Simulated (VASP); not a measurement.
A run of VASP 6.6.1 is set up as follows.

The input INCAR:

```
SYSTEM = ScF3
PREC = Accurate ; ENCUT = 520
EDIFF = 1E-6 ; ISMEAR = 0
SIGMA = 0.05 ; LREAL = .FALSE.
LASPH = .TRUE. ; NELM = 100
ALGO = Normal ; ISIF = 2
LWAVE = .FALSE. ; LCHARG = .FALSE.
GGA = CA ; NBANDS = 24
```

KPOINTS

```
regular mesh
0
G
  6 6 6
  0 0 0
```

File POSCAR:

```
ScF3
1.0
    4.0124500000      0.0000000000      0.0000000000
    0.0000000000      4.0124500000      0.0000000000
    0.0000000000      0.0000000000      4.0124500000
Sc F
1 3
Direct
    0.0000000000      0.0000000000      0.0000000000
    0.5000000000      0.0000000000      0.0000000000
    0.0000000000      0.5000000000      0.0000000000
    0.0000000000      0.0000000000      0.5000000000
```

Potentials or basis: VASP PAW LDA potentials, release 64 (Sc_sv, F).

Launch:

```bash
$ cat potpaw_LDA.64/Sc_sv/POTCAR potpaw_LDA.64/F/POTCAR > POTCAR
$ mpirun -np 1 vasp_std > vasp.out
```

**Question.** Estimate the band gap on the k mesh.

**Answer.** 6.18 eV, indirect (least direct gap 6.72 eV).

**Question.** Estimate the pressure.

**Answer.** -2.3 GPa.

A k mesh can miss the band edges.
